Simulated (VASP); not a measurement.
Te2Mo, 6 atoms in the cell. The structure is hexagonal, space group P6_3/mmc (No. 194). The conventional cell has a = 3.542 Å, b = 3.542 Å, c = 14.177 Å, α = 90.00°, β = 90.00°, γ = 120.00°. Mo (site symmetry -6m2) has 6 Te at 2.72 Å and 6 Mo at 3.54 Å within 3.6 Å. Within 3.6 Å of Te (site symmetry 3m) lie 3 Mo at 2.72 Å and 7 Te at 3.54 to 3.59 Å. 

```yaml
Program: VASP 6.6.1
Task: single point
Functional: r2SCAN
Dispersion: rVV10
Potentials_or_basis: VASP PAW PBE potentials, release 64 (Mo_sv, Te)
Cutoff: 520 eV
k_mesh: 12 × 12 × 2
Occupations: fermi-dirac, width 0.02 eV
Spin: no spin polarisation
Dipole_correction: no
Further_INCAR_settings: ALGO = Normal; EDIFF = 1e-06; NBANDS = 35
```

Potentials or basis: VASP PAW PBE potentials, release 64 (Mo_sv, Te).

Run with:

```sh
$ cat potpaw_PBE.64/Mo_sv/POTCAR potpaw_PBE.64/Te/POTCAR > POTCAR
$ cp INCAR.step1 INCAR
$ mpirun -np 1 vasp_std > vasp.out
$ cp INCAR.step2 INCAR
$ mpirun -np 1 vasp_std > vasp.out
```

Hardware: 1 thread of AMD EPYC 7R13 Processor (Zen 3), with other jobs on the host.

**Question.** Estimate the wall time of this run.

**Answer.** Run time: 12 min on 1 thread of AMD EPYC 7R13 Processor (Zen 3), on a shared host, peak memory 0.68 GiB. Counts: k points 38.
